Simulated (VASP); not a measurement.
Input of a VASP 6.6.1 run:

The input INCAR:

```
SYSTEM = Zn4Se
PREC     = Accurate       ! precision mode
ENCUT    = 600            ! plane-wave cutoff, eV
EDIFF    = 1E-6           ! SCF threshold, eV
ISMEAR   = 0              ! smearing method
SIGMA    = 0.1            ! smearing width, eV
LREAL    = .False.        ! projectors in reciprocal space
LASPH    = .True.         ! aspherical terms in the spheres
NELM     = 80             ! most SCF steps
ALGO     = Normal         ! electronic algorithm
ISIF     = 3              ! what is computed and relaxed
LWAVE    = .False.        ! write WAVECAR
LCHARG   = .False.        ! write CHGCAR
GGA      = PE             ! functional
IBRION   = 2              ! ionic algorithm
NSW      = 90             ! ionic steps
EDIFFG   = -0.04          ! ionic threshold
```

Contents of KPOINTS:

```
Automatic mesh
0
Gamma
  4 4 4
  0 0 0
```

File POSCAR:

```
Zn4Se
1.0
    4.5604492300      0.0000000000      0.0000000000
    0.0000000000      4.5604492300      0.0000000000
    0.0000000000      0.0000000000      4.5604492300
Zn Se
4 1
Direct
    0.2500000000      0.2500000000      0.2500000000
    0.7500000000      0.7500000000      0.2500000000
    0.2500000000      0.7500000000      0.7500000000
    0.7500000000      0.2500000000      0.7500000000
    0.0000000000      0.0000000000      0.0000000000
```

Potentials or basis: VASP PAW PBE potentials, release 64 (Zn, Se).

Command:

```console
$ cat potpaw_PBE.64/Zn/POTCAR potpaw_PBE.64/Se/POTCAR > POTCAR
$ mpirun -np 1 vasp_std > vasp.out
```

Task: Estimate the relaxed cell.

Result: a = 4.637 Å, b = 4.637 Å, c = 4.637 Å, α = 90.00°, β = 90.00°, γ = 90.00°.

Task: Estimate the space group after relaxing (to 0.05 Å).

Result: P-43m (No. 215).

Task: What does it give for the relaxed volume?

Result: 19.94 Å³/atom.

Step by step:
```csv
step,energy change (eV),largest force (eV/Å),pressure (GPa),volume (Å³)
1,0.0000,9.2378,29.76,94.85
2,-5.0865,0.1807,-6.62,151.90
3,-5.8630,0.9435,-4.62,125.90
4,-5.8615,0.9986,-4.26,125.22
5,-6.3053,0.9193,-3.80,115.44
6,-6.3845,1.3070,8.14,89.17
7,-6.6580,0.6308,-1.53,104.59
8,-6.7198,0.0483,1.84,96.50
9,-6.7334,0.2204,0.57,99.05
10,-6.7336,0.1735,0.84,98.57
11,-6.7408,0.0593,0.26,99.79
12,-6.7408,0.0386,0.28,99.68
```
